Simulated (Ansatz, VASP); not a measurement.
## Zn in VASP and in Ansatz

Contents of POSCAR:

```
Zn
1.0
    2.5961271480      0.0000000000      0.0000000000
   -1.2980635740      2.2483120616      0.0000000000
    0.0000000000      0.0000000000      4.9795349157
Zn
2
Direct
    0.3333333333      0.6666666667      0.2500000000
    0.6666666667      0.3333333333      0.7500000000
```

INCAR.step1

```
SYSTEM = Zn
ALGO = Normal
EDIFF = 1E-5
EDIFFG = -0.005
ENCUT = 550
GGA = PE
GGA_COMPAT = .FALSE.
IBRION = 2
ISIF = 3
ISMEAR = -1
LASPH = .TRUE.
LCHARG = .FALSE.
LREAL = .FALSE.
LWAVE = .TRUE.
NELM = 120
NELMIN = 4
NSW = 100
PREC = Accurate
SIGMA = 0.15
```

Contents of INCAR.step2:

```
SYSTEM = Zn
ALGO = Normal
EDIFF = 1E-7
EDIFFG = -0.001
ENCUT = 550
GGA_COMPAT = .FALSE.
IBRION = 2
ISIF = 3
ISMEAR = -1
ISTART = 1
LASPH = .TRUE.
LCHARG = .FALSE.
LMIXTAU = .TRUE.
LREAL = .FALSE.
LWAVE = .FALSE.
METAGGA = R2SCAN
NELM = 120
NELMIN = 4
NSW = 80
PREC = Accurate
SIGMA = 0.15
```

File KPOINTS:

```
k-points
0
G
  18 18 10
  0 0 0
```

Input for Ansatz:

```yaml
crystal:
  lattice:
    - [2.596127148, 0.0, 0.0]
    - [-1.298063574, 2.2483120616, 0.0]
    - [0.0, 0.0, 4.9795349157]
  atoms:
    - { symbol: Zn, position: [0.3333333333, 0.6666666667, 0.25] }
    - { symbol: Zn, position: [0.6666666667, 0.3333333333, 0.75] }
basis:
  ecutwfc: 500
kpoints:
  mp_grid: { grid: [18, 18, 10] }
hamiltonian:
  xc: r2scan
  pseudopotentials: { kind: paw, azcp: { folder: soft_1 } }
scf:
  occupations: { method: fermi_dirac, width: 0.15 }
output:
  forces: true
  stress: true
  eigenvalues: true
relax:
  adjacent_minimum: "off"
  f_tol: 0.001
  max_steps: 60
  cell: { stress_tol: 0.01 }
```

Alike in both runs: task relaxation of cell and atoms; functional r2SCAN; k mesh 18 × 18 × 10; occupations fermi-dirac, width 0.15 eV; no spin polarisation.

|  | VASP | Ansatz |
| --- | --- | --- |
| version | VASP 6.6.1 | Ansatz 0.2.0 |
| potentials or method | VASP PAW PBE potentials, release 64 (Zn), cutoff 550 eV | scalar-relativistic, plane waves, PAW |
| valence electrons in the cell | 24 | 24 |

|  | VASP | Ansatz | Ansatz less VASP |
| --- | --- | --- | --- |
| gap on the k mesh at the Fermi level, each at its own relaxed structure (eV) | none | none | - |
| relaxed volume (Å³/atom) | 14.63 | 14.55 | -0.080 |
| relaxed length of the cell vector where the two differ most in proportion (Å) | 4.993 | 4.983 | -0.0097 |

VASP's potentials were made for PBE, not for r2SCAN. A gap of «none» marks a metal or a gap that the smearing closes.
